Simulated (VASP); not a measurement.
# Hf3GeRu (Pm-3m) in VASP: a series of runs, part 2 of 2

VASP 6.6.1.

**3. Single point, PBE**

This run uses another cell than the first one, of 23.04 Å³/atom.

Contents of INCAR:

```
SYSTEM = Hf3GeRu
PREC = Accurate
ENCUT = 520
EDIFF = 1E-7
ISMEAR = 0
SIGMA = 0.1
LREAL = .False.
LASPH = .True.
NELM = 60
ALGO = Normal
ISIF = 2
LWAVE = .False.
LCHARG = .False.
GGA = PE
NBANDS = 37
```

Contents of KPOINTS:

```
regular mesh
0
Gamma
  4 4 4
  0 0 0
```

Contents of POSCAR:

```
Hf3GeRu
1.0
    4.8657721360      0.0000000000      0.0000000000
    0.0000000000      4.8657721360      0.0000000000
    0.0000000000      0.0000000000      4.8657721360
Hf Ge Ru
3 1 1
Direct
    0.5000000000      0.0000000000      0.0000000000
    0.0000000000      0.5000000000      0.0000000000
    0.0000000000      0.0000000000      0.5000000000
    0.0000000000      0.0000000000      0.0000000000
    0.5000000000      0.5000000000      0.5000000000
```

Potentials or basis: VASP PAW PBE potentials, release 64 (Hf_pv, Ge_d, Ru_pv).

Command:

```console
> cat potpaw_PBE.64/Hf_pv/POTCAR potpaw_PBE.64/Ge_d/POTCAR potpaw_PBE.64/Ru_pv/POTCAR > POTCAR
> mpirun -np 1 vasp_std > vasp.out
```

OUTCAR:

```text
SYSTEM = Hf3GeRu
   PREC = Accurate
   ENCUT = 520
   EDIFF = 1E-7
   ISMEAR = 0
   LREAL = .False.
   LASPH = .True.
   NELM = 60
   ISIF = 2
   GGA = PE

 ion  position               nearest neighbor table
   1  0.500  0.000  0.000-   4 2.43   4 2.43   2 3.44   5 3.44   3 3.44   5 3.44   2 3.44   5 3.44
                             5 3.44   2 3.44   3 3.44   3 3.44   3 3.44   2 3.44
   2  0.000  0.500  0.000-   4 2.43   4 2.43   1 3.44   5 3.44   3 3.44   5 3.44   1 3.44   3 3.44
                             3 3.44   3 3.44   1 3.44   5 3.44   5 3.44   1 3.44
   3  0.000  0.000  0.500-   4 2.43   4 2.43   1 3.44   5 3.44   1 3.44   2 3.44   2 3.44   2 3.44
                             5 3.44   2 3.44   1 3.44   5 3.44   1 3.44   5 3.44
   4  0.000  0.000  0.000-   1 2.43   2 2.43   3 2.43   3 2.43   2 2.43   1 2.43
   5  0.500  0.500  0.500-   1 3.44   2 3.44   3 3.44   1 3.44   2 3.44   1 3.44   3 3.44   1 3.44
                             2 3.44   3 3.44   2 3.44   3 3.44

  LATTYP: Found a simple cubic cell.
 ALAT       =     4.8657721360

  Lattice vectors:

 A1 = (   4.8657721360,   0.0000000000,   0.0000000000)
 A2 = (   0.0000000000,   4.8657721360,   0.0000000000)
 A3 = (   0.0000000000,   0.0000000000,   4.8657721360)

Analysis of symmetry for initial positions (statically):
=====================================================================
 Subroutine PRICEL returns:
 Original cell was already a primitive cell.

 Routine SETGRP: Setting up the symmetry group for a
 simple cubic supercell.

 Subroutine GETGRP returns: Found 48 space group operations
 (whereof 48 operations were pure point group operations)
 out of a pool of 48 trial point group operations.

The static configuration has the point symmetry O_h .

Analysis of symmetry for dynamics (positions and initial velocities):
=====================================================================
 Subroutine PRICEL returns:
 Original cell was already a primitive cell.

 Routine SETGRP: Setting up the symmetry group for a
 simple cubic supercell.

 Subroutine GETGRP returns: Found 48 space group operations
 (whereof 48 operations were pure point group operations)
 out of a pool of 48 trial point group operations.

The dynamic configuration has the point symmetry O_h .

 Subroutine INISYM returns: Found 48 space group operations
 (whereof 48 operations are pure point group operations),
 and found     1 'primitive' translations

----------------------------------------------------------------------------------------

                                     Primitive cell

  volume of cell :     115.2007

  direct lattice vectors                    reciprocal lattice vectors
     4.865772136  0.000000000  0.000000000     0.205517228  0.000000000  0.000000000
     0.000000000  4.865772136  0.000000000     0.000000000  0.205517228  0.000000000
     0.000000000  0.000000000  4.865772136     0.000000000  0.000000000  0.205517228

  length of vectors
     4.865772136  4.865772136  4.865772136     0.205517228  0.205517228  0.205517228

  position of ions in fractional coordinates (direct lattice)
     0.500000000  0.000000000  0.000000000
     0.000000000  0.500000000  0.000000000
     0.000000000  0.000000000  0.500000000
     0.000000000  0.000000000  0.000000000
     0.500000000  0.500000000  0.500000000

  ion indices of the primitive-cell ions
   primitive index   ion index
                 1           1
[... 36 lines left out ...]
  0.250000  0.250000  0.000000     12.000000
  0.500000  0.250000  0.000000     12.000000
  0.500000  0.500000  0.000000      3.000000
  0.250000  0.250000  0.250000      8.000000
  0.500000  0.250000  0.250000     12.000000
  0.500000  0.500000  0.250000      6.000000
  0.500000  0.500000  0.500000      1.000000
   k-points           NKPTS =     10   k-points in BZ     NKDIM =     10   number of bands    NBANDS=     37
   number of dos      NEDOS =    301   number of ions     NIONS =      5
   total plane-waves  NPLWV =  46656
   dimension x,y,z NGX =    36 NGY =   36 NGZ =   36
   dimension x,y,z NGXF=    72 NGYF=   72 NGZF=   72
   ions per type =               3   1   1
   NGX,Y,Z   is equivalent  to a cutoff of  12.30, 12.30, 12.30 a.u.
   NGXF,Y,Z  is equivalent  to a cutoff of  24.60, 24.60, 24.60 a.u.
 SYSTEM =  Hf3GeRu
   PREC   = accura    normal or accurate (medium, high low for compatibility)
   ISTART =      0    job   : 0-new  1-cont  2-samecut
   ICHARG =      2    charge: 1-file 2-atom 10-const
   ISPIN  =      1    spin polarized calculation?
   LNONCOLLINEAR =      F non collinear calculations
   LSORBIT =      F    spin-orbit coupling
   LASPH  =      T    aspherical Exc in radial PAW
   ENCUT  =  520.0 eV  38.22 Ry    6.18 a.u.   9.05  9.05  9.05*2*pi/ulx,y,z
   NELM   =     60;   NELMIN=  2; NELMDL= -5     # of ELM steps
   EDIFF  = 0.1E-06   stopping-criterion for ELM
   LREAL  =      F    real-space projection
   EDIFFG = 0.1E-05   stopping-criterion for IOM
   NSW    =      0    number of steps for IOM
   IBRION =     -1    ionic relax: 0-MD 1-quasi-New 2-CG
   NFREE  =      0    steps in history (QN), initial steepest desc. (CG)
   ISIF   =      2    stress and relaxation
   ISYM   =      2    0-nonsym 1-usesym 2-fastsym
   POTIM  = 0.5000    time-step for ionic-motion
   TEBEG  =    0.0;   TEEND  =   0.0 temperature during run
   PSTRESS=    0.0 pullay stress
   NELECT =      58.0000    total number of electrons
   NUPDOWN=      -1.0000    fix difference up-down
   EMIN   =  10.00;   EMAX   =-10.00  energy-range for DOS
   EFERMI =   0.00;   METHOD = LEGACY
   ISMEAR =     0;   SIGMA  =   0.10  broadening in eV -4-tet -1-fermi 0-gaus
   EFERMI_NEDOS =   21; number of points for ismear=-14 and -15
   IALGO  =     38    algorithm
   IMIX   =      4    mixing-type and parameters
     AMIX     =   0.40;   BMIX     =  1.00
     AMIX_MAG =   1.60;   BMIX_MAG =  1.00
  volume/ion in A,a.u.               =      23.04       155.48
  Fermi-wavevector in a.u.,A,eV,Ry     =   1.302364  2.461111 23.077550  1.696152
  Thomas-Fermi vector in A             =   2.433437
   LORBIT       =      0    0 simple, 1 ext, 2 COOP (PROOUT), +10 PAW based schemes
   GGA     = PE    functional components
   LHFCALC =     F    Hartree Fock is set to
   AEXX    =    0.0000 exact exchange contribution
   IVDW    =     0    specifies the selected vdW correction
   LEPSILON=     F    determine dielectric tensor
   LRPA    =     F    only Hartree local field effects (RPA)
 non-spin polarized calculation
 Gauss-broadening in eV      SIGMA  =   0.10
  energy-cutoff  :      520.00
  volume of cell :      115.20
 maximum number of plane-waves:      3136
   NGX = 19   NGY = 19   NGZ = 19

 number of electron      57.9999986 magnetization

 Free energy of the ion-electron system (eV)
  ---------------------------------------------------
  ext. energy  EPLUGINS =         0.00000000
  ---------------------------------------------------
  free energy    TOTEN  =       -39.84321166 eV

  energy without entropy =      -39.79767400  energy(sigma->0) =      -39.82044283

 E-fermi :   4.5513     XC(G=0): -10.8522

 val. band max:        4.5481797054   @ k =   0.2500   0.0000   0.0000
 cond. band min:       4.5605042800   @ k =   0.5000   0.5000   0.0000
 fundamental gap:      0.0123245746
 Fermi energy:         4.5513191659

 k-point     1 :       0.0000    0.0000    0.0000
  band No.  band energies     occupation
      1     -37.2544      2.00000
      2     -37.2544      2.00000
      3     -37.2544      2.00000
      4     -26.5754      2.00000
      5     -26.5754      2.00000
      6     -26.5754      2.00000
[... 389 lines left out ...]
     36       6.6781      0.00000
     37       8.2519      0.00000

------------------------ aborting loop because EDIFF is reached ----------------------------------------

  FORCE on cell =-STRESS in cart. coord.  units (eV):
  Direction    XX          YY          ZZ          XY          YZ          ZX
  --------------------------------------------------------------------------------------
  -------------------------------------------------------------------------------------
  Total       -0.2631677     -0.2631677     -0.2631677     -0.0000000      0.0000000      0.0000000
  in kB       -3.6600568     -3.6600568     -3.6600568     -0.0000000      0.0000000      0.0000000
  external PRESSURE =      -3.6600568 kB  Pullay stress =       0.0000000 kB

 VOLUME and BASIS-vectors are now :
 -----------------------------------------------------------------------------
  energy-cutoff  :      520.00
  volume of cell :      115.20
      direct lattice vectors                 reciprocal lattice vectors
     4.865772136  0.000000000  0.000000000     0.205517228  0.000000000  0.000000000
     0.000000000  4.865772136  0.000000000     0.000000000  0.205517228  0.000000000
     0.000000000  0.000000000  4.865772136     0.000000000  0.000000000  0.205517228

 POSITION                                       TOTAL-FORCE (eV/Angst)
 -----------------------------------------------------------------------------------
      2.43289      0.00000      0.00000         0.000000      0.000000      0.000000
      0.00000      2.43289      0.00000         0.000000      0.000000      0.000000
      0.00000      0.00000      2.43289         0.000000      0.000000      0.000000
      0.00000      0.00000      0.00000         0.000000      0.000000      0.000000
      2.43289      2.43289      2.43289         0.000000      0.000000      0.000000
 -----------------------------------------------------------------------------------
    total drift:                                0.000000      0.000000      0.000000

  FREE ENERGIE OF THE ION-ELECTRON SYSTEM (eV)
  ---------------------------------------------------
  free  energy   TOTEN  =       -39.8432116637 eV

  energy  without entropy=      -39.7976740025  energy(sigma->0) =      -39.82044283
```

stdout:

```text
POSCAR found type information on POSCAR HfGeRu
 POSCAR found :  3 types and       5 ions
 scaLAPACK will be used
 LDA part: xc-table for (Slater+PW92), standard interpolation
 POSCAR, INCAR and KPOINTS ok, starting setup
 FFT: planning ... GRIDC
 FFT: planning ... GRID_SOFT
 FFT: planning ... GRID
 WAVECAR not read
 entering main loop
```

Wall time 40 s (1 thread of Intel Xeon Platinum 8488C (Sapphire Rapids), shared host); peak memory 0.22 GiB.

Results:

```
Free energy            : -39.8432 eV
Pressure               : -0.4 GPa
Band gap on the k mesh : zero (bands 29 and 30 overlap by 0.52 eV)
```

Levels at points of the mesh, in eV from the Fermi level:
```
           k point  band 25  band 26  band 27  band 28  band 29  band 30  band 31  band 32  band 33  band 34
(0.00, 0.00, 0.00)    -0.87    -0.87    -0.87    -0.03    -0.03    -0.03     1.19     1.19     2.84     2.84
(0.50, 0.00, 0.00)    -1.13    -0.93    -0.49    -0.49    -0.31    -0.24    -0.24     1.34     1.89     2.14
(0.50, 0.50, 0.00)    -1.13    -0.87    -0.74    -0.74    -0.39     0.01     1.09     1.09     1.11     1.11
(0.50, 0.50, 0.50)    -1.19    -0.57    -0.57     0.28     0.28     0.28     1.01     1.01     1.01     2.13
```

Caveat: spin-orbit coupling is left out, which moves the levels of the heavy elements.

The gap in the log of VASP goes by the Fermi energy; the results here count the filled bands.